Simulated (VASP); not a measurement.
MoS2:

```
CELL_PARAMETERS angstrom
3.22746 0.00000 0.00000
-1.61373 2.79507 0.00000
0.00000 0.00000 6.31247
ATOMIC_POSITIONS crystal
Mo 0.00000 0.00000 0.50000
S 0.66667 0.33333 0.74468
S 0.33333 0.66667 0.25532
```

* Program: VASP 6.6.1
* Task: relaxation of cell and atoms
* Functional: PBEsol
* Potentials or basis: VASP PAW PBE potentials, release 64 (Mo_sv, S)
* Cutoff: 600 eV
* k mesh: 9 × 9 × 4
* Occupations: fermi-dirac, width 0.05 eV
* Spin: no spin polarisation

At the start: pressure -3.4 GPa; volume 18.98 Å³/atom.

Problem. How do energy, volume and symmetry change on relaxing?

Solution. Over 22 steps the energy falls by 17.9 meV/atom and the volume is 17.33 Å³/atom (-8.7 %); space group P-3m1 (No. 164, to 0.1 Å) before and after.

The path:
| step | energy change (eV) | largest force (eV/Å) | pressure (GPa) | volume (Å³) |
| --- | --- | --- | --- | --- |
| 1 | 0.0000 | 0.0256 | -3.44 | 56.94 |
| 2 | -0.0092 | 0.8525 | 4.81 | 53.65 |
| 3 | -0.0261 | 0.4705 | 0.89 | 55.08 |
| 4 | -0.0473 | 0.0934 | 0.00 | 54.49 |
| 5 | -0.0478 | 0.0316 | -0.14 | 54.38 |
| 6 | -0.0478 | 0.0239 | -0.18 | 54.37 |
| 7 | -0.0480 | 0.0517 | 0.12 | 54.19 |
| 8 | -0.0481 | 0.0638 | 0.24 | 54.11 |
| 9 | -0.0482 | 0.0574 | 0.21 | 54.08 |
| 10 | -0.0486 | 0.0403 | 0.11 | 54.00 |
| 11 | -0.0493 | 0.0052 | -0.04 | 53.82 |
| 12 | -0.0500 | 0.0650 | -0.36 | 53.48 |
| 13 | -0.0501 | 0.0917 | -0.48 | 53.35 |
| 14 | -0.0502 | 0.0900 | -0.45 | 53.30 |
| 15 | -0.0506 | 0.0835 | -0.34 | 53.15 |
| 16 | -0.0512 | 0.0713 | -0.13 | 52.85 |
| 17 | -0.0516 | 0.0454 | 0.32 | 52.25 |
| 18 | -0.0520 | 0.0432 | 0.29 | 52.23 |
| 19 | -0.0530 | 0.0355 | 0.20 | 52.15 |
| 20 | -0.0538 | 0.0154 | 0.01 | 51.99 |
| 21 | -0.0538 | 0.0156 | 0.02 | 51.99 |
| 22 | -0.0538 | 0.0091 | 0.04 | 52.00 |

Final structure:
```
CELL_PARAMETERS angstrom
3.14812 0.00000 0.00000
-1.57406 2.72635 0.00000
0.00000 0.00000 6.05834
ATOMIC_POSITIONS crystal
Mo 0.00000 0.00000 0.50000
S 0.66667 0.33333 0.76097
S 0.33333 0.66667 0.23903
```

Caveat: the PAW data sets were made with another functional, which shifts forces and pressure a little; this functional lacks dispersion, which binds the layers, so the pressure and a relaxed spacing across them are unreliable.
